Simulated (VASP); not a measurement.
Set up this calculation in VASP 6.6.1, as the native input.

```
Task                   : single point
Functional             : r2SCAN
Potentials or basis    : VASP PAW PBE potentials, release 64 (Ni, O)
Cutoff                 : 520 eV
k mesh                 : 10 × 10 × 10
Occupations            : gaussian, width 0.05 eV
Spin                   : collinear spin, antiferromagnetic start
Starting moments       : [1.73, -1.73, 0.0, 0.0] μB
Dipole correction      : no
Further INCAR settings : ALGO = Normal; EDIFF = 1e-07; NBANDS = 28
```

The system is NiO.

```
Ni O
1.0
     0.00000    1.71310    4.82486
    -1.48359   -0.85655    4.82486
     1.48359   -0.85655    4.82486
Ni O
2 2
Direct
  0.50000 0.50000 0.50000
  0.00000 0.00000 0.00000
  0.25000 0.25000 0.25000
  0.75000 0.75000 0.75000
```

These files were run (other wordings do the same):

POSCAR

```
NiO
1.0
    0.0000000000      1.7131009359      4.8248586607
   -1.4835889298     -0.8565504680      4.8248586607
    1.4835889298     -0.8565504680      4.8248586607
Ni O
2 2
Direct
    0.5000000000     -0.5000000000      0.5000000000
    1.0000000000      0.0000000000      1.0000000000
    0.2500000000      0.2500000000      0.2500000000
    0.7500000000      0.7500000000      0.7500000000
```

INCAR.step1

```
PREC = Accurate
ENCUT = 520
ISMEAR = 0
SIGMA = 0.05
LREAL = F
LASPH = T
NELM = 150
ISPIN = 2
MAGMOM = 1.73 -1.73 0 0
LMAXMIX = 4
NBANDS = 28
GGA = PE
ALGO = Normal
EDIFF = 1E-4
LWAVE = T
LCHARG = F
```

INCAR.step2

```
PREC = Accurate
ENCUT = 520
EDIFF = 1E-7
ISMEAR = 0
SIGMA = 0.05
LREAL = F
LASPH = T
NELM = 150
ALGO = Normal
ISIF = 2
LWAVE = F
LCHARG = T
ISPIN = 2
MAGMOM = 1.73 -1.73 0 0
LORBIT = 11
LMAXMIX = 4
METAGGA = R2SCAN
LMIXTAU = T
LELF = T
LVHAR = T
NBANDS = 28
ISTART = 1
```

KPOINTS

```
regular mesh
0
Gamma
  10 10 10
```

Potentials or basis: VASP PAW PBE potentials, release 64 (Ni, O).

Run with:

```sh
$ cat potpaw_PBE.64/Ni/POTCAR potpaw_PBE.64/O/POTCAR > POTCAR
$ cp INCAR.step1 INCAR
$ mpirun -np 1 vasp_std > vasp.out
$ cp INCAR.step2 INCAR
$ mpirun -np 1 vasp_std > vasp.out
```

It gave:

| Property | Result |
| --- | --- |
| Pressure | -4.1 GPa |
| Band gap on the k mesh | 2.30 eV |
| Net moment | 0.00 μB per cell |
| Site moments | Ni +1.56, -1.56; O +0.00 μB |
| Valence electrons inside the program's atomic spheres | Ni 8.93; O 5.03 |

Caveat: the cell stands under tension; the PAW data sets were made with another functional, which shifts forces and pressure a little.

It took 35 min on 1 thread of Intel(R) Xeon(R) Platinum 8259CL CPU @ 2.50GHz (Skylake/Cascade Lake) (shared host), peak memory 0.43 GiB.
